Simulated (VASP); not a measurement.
# Ga (P6/mmm) in VASP: further runs

Runs on Ga. Level: PBE. Tasks: single point, relaxation of cell and atoms.

Program: VASP 6.6.1. These are calculated values, not measurements. Logs are shortened: lines on timing, memory, paths and dates and some standing lists are left out, and cuts for length are marked.

## Step 1: The cell of the first run

It takes space group P6/mmm (No. 191, hexagonal). The conventional cell has a = 4.802 Å, b = 4.802 Å, c = 2.881 Å, α = 90.00°, β = 90.00°, γ = 120.00°. Ga (site symmetry 6/mmm) has 14 Ga at 2.88 to 3.12 Å within 3.8 Å. Within 3.7 Å of Ga (site symmetry -6m2) lie 11 Ga at 2.77 to 3.12 Å.

## Step 2: Single point, PBE

The input, INCAR:

```
  PREC = Accurate
  ENCUT = 520
  EDIFF = 1E-6
  ISMEAR = 0
  SIGMA = 0.1
  LREAL = False
  LASPH = True
  NELM = 100
  ALGO = Normal
  ISIF = 2
  LWAVE = False
  LCHARG = True
  GGA = PE
  LELF = True
  LVHAR = True
  NBANDS = 26
```

The input, KPOINTS:

```
Automatic mesh
0
Gamma
  6 6 6
```

The input, POSCAR:

```
Ga
1.0
    4.8017443250      0.0000000000      0.0000000000
   -2.4008721625      4.1584325679      0.0000000000
    0.0000000000      0.0000000000      2.8807550512
Ga
3
Direct
    0.0000000000      0.0000000000      0.0000000000
    0.3333333333      0.6666666667      0.5000000000
    0.6666666667      0.3333333333      0.5000000000
```

Potentials or basis: VASP PAW PBE potentials, release 64 (Ga_d).

Run with:

```sh
$ cat potpaw_PBE.64/Ga_d/POTCAR > POTCAR
$ mpirun -np 1 vasp_std > vasp.out
```

OUTCAR:

```text
PREC = Accurate
   ENCUT = 520
   EDIFF = 1E-6
   ISMEAR = 0
   LREAL = False
   LASPH = True
   NELM = 100
   ISIF = 2
   GGA = PE

 ion  position               nearest neighbor table
   1  0.000  0.000  0.000-
   2  0.333  0.667  0.500-   3 2.77   3 2.77   3 2.77
   3  0.667  0.333  0.500-   2 2.77   2 2.77   2 2.77

  LATTYP: Found a hexagonal cell.
 ALAT       =     4.8017443250
 C/A-ratio  =     0.5999392838

  Lattice vectors:

 A1 = (   4.8017443250,   0.0000000000,   0.0000000000)
 A2 = (  -2.4008721625,   4.1584325679,   0.0000000000)
 A3 = (   0.0000000000,   0.0000000000,   2.8807550512)

Analysis of symmetry for initial positions (statically):
=====================================================================
 Subroutine PRICEL returns:
 Original cell was already a primitive cell.

 Routine SETGRP: Setting up the symmetry group for a
 hexagonal supercell.

 Subroutine GETGRP returns: Found 24 space group operations
 (whereof 24 operations were pure point group operations)
 out of a pool of 24 trial point group operations.

The static configuration has the point symmetry D_6h.

Analysis of symmetry for dynamics (positions and initial velocities):
=====================================================================
 Subroutine PRICEL returns:
 Original cell was already a primitive cell.

 Routine SETGRP: Setting up the symmetry group for a
 hexagonal supercell.

 Subroutine GETGRP returns: Found 24 space group operations
 (whereof 24 operations were pure point group operations)
 out of a pool of 24 trial point group operations.

The dynamic configuration has the point symmetry D_6h.

 Subroutine INISYM returns: Found 24 space group operations
 (whereof 24 operations are pure point group operations),
 and found     1 'primitive' translations

----------------------------------------------------------------------------------------

                                     Primitive cell

  volume of cell :      57.5221

  direct lattice vectors                    reciprocal lattice vectors
     4.801744325  0.000000000  0.000000000     0.208257652  0.120237612  0.000000000
    -2.400872162  4.158432568  0.000000000     0.000000000  0.240475223  0.000000000
     0.000000000  0.000000000  2.880755051     0.000000000  0.000000000  0.347131215

  length of vectors
     4.801744325  4.801744325  2.880755051     0.240475223  0.240475223  0.347131215

  position of ions in fractional coordinates (direct lattice)
     0.000000000  0.000000000  0.000000000
     0.333333333  0.666666667  0.500000000
     0.666666667  0.333333333  0.500000000

  ion indices of the primitive-cell ions
   primitive index   ion index
                 1           1
                 2           2
                 3           3

----------------------------------------------------------------------------------------

 KPOINTS: Automatic mesh

Automatic generation of k-mesh.
 Grid dimensions read from file:
 generate k-points for:    6    6    6

 Generating k-lattice:

  Cartesian coordinates                     Fractional coordinates (reciprocal lattice)
     0.034709609  0.020039602  0.000000000     0.166666667  0.000000000  0.000000000
     0.000000000  0.040079204  0.000000000     0.000000000  0.166666667  0.000000000
     0.000000000  0.000000000  0.057855202     0.000000000  0.000000000  0.166666667

  Length of vectors
     0.040079204  0.040079204  0.057855202

  Shift w.r.t. Gamma in fractional coordinates (k-lattice)
     0.000000000  0.000000000  0.000000000

 Subroutine IBZKPT returns following result:
 ===========================================

 Found     28 irreducible k-points:

 Following reciprocal coordinates:
            Coordinates               Weight
  0.000000  0.000000  0.000000      1.000000
  0.166667  0.000000  0.000000      6.000000
  0.333333  0.000000  0.000000      6.000000
  0.500000  0.000000  0.000000      3.000000
  0.166667  0.166667  0.000000      6.000000
  0.333333  0.166667  0.000000     12.000000
[... 16 lines left out ...]
  0.166667  0.000000  0.500000      6.000000
  0.333333  0.000000  0.500000      6.000000
 [... further k-points ...]
   k-points           NKPTS =     28   k-points in BZ     NKDIM =     28   number of bands    NBANDS=     26
   number of dos      NEDOS =    301   number of ions     NIONS =      3
   total plane-waves  NPLWV =  31104
   dimension x,y,z NGX =    36 NGY =   36 NGZ =   24
   dimension x,y,z NGXF=    72 NGYF=   72 NGZF=   48
   ions per type =               3
   NGX,Y,Z   is equivalent  to a cutoff of  12.46, 12.46, 13.85 a.u.
   NGXF,Y,Z  is equivalent  to a cutoff of  24.93, 24.93, 27.70 a.u.
 SYSTEM =  unknown system
   PREC   = accura    normal or accurate (medium, high low for compatibility)
   ISTART =      0    job   : 0-new  1-cont  2-samecut
   ICHARG =      2    charge: 1-file 2-atom 10-const
   ISPIN  =      1    spin polarized calculation?
   LNONCOLLINEAR =      F non collinear calculations
   LSORBIT =      F    spin-orbit coupling
   LASPH  =      T    aspherical Exc in radial PAW
   ENCUT  =  520.0 eV  38.22 Ry    6.18 a.u.   8.93  8.93  5.36*2*pi/ulx,y,z
   NELM   =    100;   NELMIN=  2; NELMDL= -5     # of ELM steps
   EDIFF  = 0.1E-05   stopping-criterion for ELM
   LREAL  =      F    real-space projection
   EDIFFG = 0.1E-04   stopping-criterion for IOM
   NSW    =      0    number of steps for IOM
   IBRION =     -1    ionic relax: 0-MD 1-quasi-New 2-CG
   NFREE  =      0    steps in history (QN), initial steepest desc. (CG)
   ISIF   =      2    stress and relaxation
   ISYM   =      2    0-nonsym 1-usesym 2-fastsym
   POTIM  = 0.5000    time-step for ionic-motion
   TEBEG  =    0.0;   TEEND  =   0.0 temperature during run
   PSTRESS=    0.0 pullay stress
   NELECT =      39.0000    total number of electrons
   NUPDOWN=      -1.0000    fix difference up-down
   EMIN   =  10.00;   EMAX   =-10.00  energy-range for DOS
   EFERMI =   0.00;   METHOD = LEGACY
   ISMEAR =     0;   SIGMA  =   0.10  broadening in eV -4-tet -1-fermi 0-gaus
   EFERMI_NEDOS =   21; number of points for ismear=-14 and -15
   IALGO  =     38    algorithm
   IMIX   =      4    mixing-type and parameters
     AMIX     =   0.40;   BMIX     =  1.00
     AMIX_MAG =   1.60;   BMIX_MAG =  1.00
  volume/ion in A,a.u.               =      19.17       129.39
  Fermi-wavevector in a.u.,A,eV,Ry     =   1.438196  2.717796 28.142389  2.068407
  Thomas-Fermi vector in A             =   2.557189
   LORBIT       =      0    0 simple, 1 ext, 2 COOP (PROOUT), +10 PAW based schemes
   GGA     = PE    functional components
   LHFCALC =     F    Hartree Fock is set to
   AEXX    =    0.0000 exact exchange contribution
   IVDW    =     0    specifies the selected vdW correction
   LEPSILON=     F    determine dielectric tensor
   LRPA    =     F    only Hartree local field effects (RPA)
 non-spin polarized calculation
 Gauss-broadening in eV      SIGMA  =   0.10
  energy-cutoff  :      520.00
  volume of cell :       57.52
 maximum number of plane-waves:      1566
 NGX is ok and might be reduce to    36
   NGX = 17   NGY = 17   NGZ = 11

 number of electron      38.9999974 magnetization

 Free energy of the ion-electron system (eV)
  ---------------------------------------------------
  ext. energy  EPLUGINS =         0.00000000
  ---------------------------------------------------
  free energy    TOTEN  =        -8.67708013 eV

  energy without entropy =       -8.67433771  energy(sigma->0) =       -8.67570892

 E-fermi :   5.3238     XC(G=0): -10.9350

 val. band max:        5.2103168908   @ k =   0.5000   0.0000   0.3333
 cond. band min:       5.3338598530   @ k =   0.3333   0.0000   0.5000
 fundamental gap:      0.1235429622
 Fermi energy:         5.3238097949

 k-point     1 :       0.0000    0.0000    0.0000
  band No.  band energies     occupation
      1      -9.6786      2.00000
      2      -9.5332      2.00000
      3      -9.5182      2.00000
      4      -9.4961      2.00000
      5      -9.4961      2.00000
      6      -9.4232      2.00000
[... 18 lines left out ...]
     25      17.6821      0.00000
     26      17.6944      0.00000

 k-point     2 :       0.1667    0.0000    0.0000
  band No.  band energies     occupation
      1      -9.6686      2.00000
      2      -9.5512      2.00000
      3      -9.5386      2.00000
      4      -9.5260      2.00000
      5      -9.5018      2.00000
      6      -9.4488      2.00000
[... 18 lines left out ...]
     25      15.7805      0.00000
     26      16.4689      0.00000

 k-point     3 :       0.3333    0.0000    0.0000
  band No.  band energies     occupation
      1      -9.6449      2.00000
      2      -9.6020      2.00000
      3      -9.5611      2.00000
      4      -9.5577      2.00000
      5      -9.5185      2.00000
      6      -9.4611      2.00000
[... 18 lines left out ...]
     25      13.6404      0.00000
     26      15.6403      0.00000

 k-point     4 :       0.5000    0.0000    0.0000
  band No.  band energies     occupation
      1      -9.6331      2.00000
      2      -9.6195      2.00000
      3      -9.5734      2.00000
      4      -9.5729      2.00000
      5      -9.5232      2.00000
      6      -9.4663      2.00000
[... 18 lines left out ...]
     25      14.0070      0.00000
     26      14.0245      0.00000
[... 496 lines left out ...]
      1      -9.6160      2.00000
      2      -9.6160      2.00000
      3      -9.5660      2.00000
      4      -9.5660      2.00000
      5      -9.4773      2.00000
      6      -9.4773      2.00000
[... 18 lines left out ...]
     25       8.3929      0.00000
     26       9.3476      0.00000

 k-point    23 :       0.1667    0.0000    0.5000
  band No.  band energies     occupation
      1      -9.6064      2.00000
      2      -9.5950      2.00000
      3      -9.5896      2.00000
      4      -9.5763      2.00000
      5      -9.4697      2.00000
      6      -9.4626      2.00000
[... 18 lines left out ...]
     25       9.6459      0.00000
     26      10.3024      0.00000

 k-point    24 :       0.3333    0.0000    0.5000
  band No.  band energies     occupation
      1      -9.5924      2.00000
      2      -9.5903      2.00000
      3      -9.5822      2.00000
      4      -9.5559      2.00000
      5      -9.4888      2.00000
      6      -9.4802      2.00000
[... 18 lines left out ...]
     25      11.5804      0.00000
     26      12.2548      0.00000

 [... further k-points ...]

------------------------ aborting loop because EDIFF is reached ----------------------------------------

  FORCE on cell =-STRESS in cart. coord.  units (eV):
  Direction    XX          YY          ZZ          XY          YZ          ZX
  --------------------------------------------------------------------------------------
  -------------------------------------------------------------------------------------
  Total        0.0242315      0.0242315      0.0316096      0.0000000     -0.0000000      0.0000000
  in kB        0.6749264      0.6749264      0.8804308      0.0000000     -0.0000000      0.0000000
  external PRESSURE =       0.7434279 kB  Pullay stress =       0.0000000 kB

 VOLUME and BASIS-vectors are now :
 -----------------------------------------------------------------------------
  energy-cutoff  :      520.00
  volume of cell :       57.52
      direct lattice vectors                 reciprocal lattice vectors
     4.801744325  0.000000000  0.000000000     0.208257652  0.120237612  0.000000000
    -2.400872162  4.158432568  0.000000000     0.000000000  0.240475223  0.000000000
     0.000000000  0.000000000  2.880755051     0.000000000  0.000000000  0.347131215

 POSITION                                       TOTAL-FORCE (eV/Angst)
 -----------------------------------------------------------------------------------
      0.00000      0.00000      0.00000        -0.000000      0.000000      0.000000
     -0.00000      2.77229      1.44038         0.000000      0.000000      0.000000
      2.40087      1.38614      1.44038         0.000000      0.000000      0.000000
 -----------------------------------------------------------------------------------
    total drift:                                0.000000      0.000000     -0.000000

  FREE ENERGIE OF THE ION-ELECTRON SYSTEM (eV)
  ---------------------------------------------------
  free  energy   TOTEN  =        -8.6770801343 eV

  energy  without entropy=       -8.6743377094  energy(sigma->0) =       -8.67570892
```

Wall time 19 s (1 thread of Intel Xeon 6975P-C (Granite Rapids), shared host); peak memory 0.18 GiB.

What came out:

```yaml
Free_energy: -8.6771 eV
Pressure: 0.1 GPa
```

Levels at points of the mesh, in eV from the Fermi level:
| k point | band 16 | band 17 | band 18 | band 19 | band 20 | band 21 | band 22 | band 23 |
| --- | --- | --- | --- | --- | --- | --- | --- | --- |
| (0.00, 0.00, 0.00) | -10.85 | -3.07 | -2.88 | -1.30 | -1.30 | -1.17 | -1.17 | 6.41 |
| (0.50, 0.00, 0.00) | -8.63 | -8.61 | -4.53 | -3.65 | 4.01 | 4.17 | 5.28 | 5.50 |
| (0.00, 0.00, 0.50) | -6.64 | -5.66 | 1.32 | 1.43 | 1.57 | 1.60 | 1.60 | 1.70 |
| (0.50, 0.00, 0.50) | -4.65 | -4.28 | -3.73 | -3.10 | -0.22 | 0.25 | 0.28 | 2.06 |

Caveat: the k points lie up to 0.36 Å⁻¹ apart.

(Continued in part 2 of 2.)
